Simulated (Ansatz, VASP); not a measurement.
Two plane-wave programs on ZnCd2Se2S

INCAR

```
SYSTEM = ZnCd2Se2S
PREC = Accurate
ENCUT = 600
EDIFF = 1E-7
ISMEAR = 0
SIGMA = 0.1
LREAL = .False.
LASPH = .True.
NELM = 100
ALGO = Normal
ISIF = 3
LWAVE = .False.
LCHARG = .False.
GGA = PE
IBRION = 2
NSW = 90
EDIFFG = -0.04
```

Contents of KPOINTS:

```
Automatic mesh
0
Gamma
  6 6 2
  0 0 0
```

File POSCAR:

```
ZnCd2Se2S
1.0
    3.9932889100      0.0000000000      0.0000000000
   -1.9966444500      3.4582896400      0.0000000000
    0.0000000000      0.0000000000     10.2588632800
Zn Cd Se S
1 2 2 1
Direct
    0.0000000000      0.0000000000      0.5000000000
    0.0000000000      0.0000000000      0.2446901500
    0.0000000000      0.0000000000      0.7553098500
    0.3333333300      0.6666666700      0.2618193600
    0.6666666700      0.3333333300      0.7381806400
    0.0000000000      0.0000000000      0.0000000000
```

Input for Ansatz:

```yaml
crystal:
  lattice:
    - [3.99328891, 0.0, 0.0]
    - [-1.99664445, 3.45828964, 0.0]
    - [0.0, 0.0, 10.25886328]
  atoms:
    - { symbol: Zn, position: [0.0, 0.0, 0.5] }
    - { symbol: Cd, position: [0.0, 0.0, 0.24469015] }
    - { symbol: Cd, position: [0.0, 0.0, 0.75530985] }
    - { symbol: Se, position: [0.33333333, 0.66666667, 0.26181936] }
    - { symbol: Se, position: [0.66666667, 0.33333333, 0.73818064] }
    - { symbol: S, position: [0.0, 0.0, 0.0] }
basis:
  ecutwfc: 420
kpoints:
  mp_grid: { grid: [6, 6, 2] }
hamiltonian:
  xc: pbe
scf:
  occupations: { method: gaussian, width: 0.1 }
  lower_state_search: "off"
output:
  forces: true
  stress: true
  eigenvalues: true
relax:
  adjacent_minimum: "off"
  f_tol: 0.04
  max_steps: 70
  cell: { stress_tol: 0.4 }
```

Alike in both runs: task relaxation of cell and atoms; functional PBE; k mesh 6 × 6 × 2; occupations gaussian, width 0.1 eV; no spin polarisation.

|  | VASP | Ansatz |
| --- | --- | --- |
| version | VASP 6.6.1 | Ansatz 0.2.0 |
| potentials or method | VASP PAW PBE potentials, release 64 (Zn, Cd, Se, S), cutoff 600 eV | scalar-relativistic, plane waves, PAW |
| valence electrons in the cell | 54 | 90 |

```tsv
	VASP	Ansatz	Ansatz less VASP
gap on the k mesh at the Fermi level, each at its own relaxed structure (eV)	none	none	-
relaxed volume (Å³/atom)	25.56	25.44	-0.125
relaxed cell length with the largest relative difference (Å)	10.950	10.899	-0.0515
```

A gap of «none» marks a metal or a gap that the smearing closes. VASP's potentials hold 54 valence electrons a cell and Ansatz's 90, so a difference there can come from the potentials and not from the codes.
